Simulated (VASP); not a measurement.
**ScAlN2: single point with PBE**

The system is ScAlN2.

```
CELL_PARAMETERS angstrom
3.72870 0.00000 0.00000
-1.86435 3.22915 0.00000
0.00000 0.00000 6.30996
ATOMIC_POSITIONS crystal
Sc 0.00000 0.00000 0.50000
Al 0.00000 0.00000 0.00000
N 0.33333 0.66667 0.50000
N 0.66667 0.33333 0.50000
```

```yaml
Program: VASP 6.6.1
Task: single point
Functional: PBE
Potentials_or_basis: VASP PAW PBE potentials, release 64 (Sc_sv, Al, N)
Cutoff: 520 eV
k_mesh: 6 × 6 × 4
Occupations: gaussian, width 0.1 eV
Spin: no spin polarisation
Dipole_correction: no
Further_INCAR_settings: ALGO = Normal; EDIFF = 1e-06; NBANDS = 20
```

```yaml
Pressure: 0.4 GPa
Band_gap_on_the_k_mesh: zero (band 12 reaches 3.96 eV, above the bottom of band 13 at 2.36 eV)
```

Stress tensor (GPa, compression positive):
```
0.51 0.00 0.00
0.00 0.51 0.00
0.00 0.00 0.12
```

Levels at points of the mesh, in eV from the Fermi level:
| k point | band 10 | band 11 | band 12 | band 13 | band 14 | band 15 |
| --- | --- | --- | --- | --- | --- | --- |
| (0.00, 0.00, 0.00) | -3.86 | 0.88 | 1.32 | 1.37 | 1.37 | 2.48 |
| (0.50, 0.00, 0.00) | -2.78 | -1.06 | -1.04 | -0.10 | 1.20 | 1.85 |
| (0.00, 0.00, 0.50) | -2.57 | -1.28 | 0.87 | 1.38 | 1.38 | 3.13 |
| (0.50, 0.00, 0.50) | -2.95 | -0.56 | -0.27 | -0.10 | 0.13 | 1.18 |

Wall time 22 s on 1 thread of Intel(R) Xeon(R) 6975P-C (Granite Rapids) (shared host), peak memory 0.2 GiB.
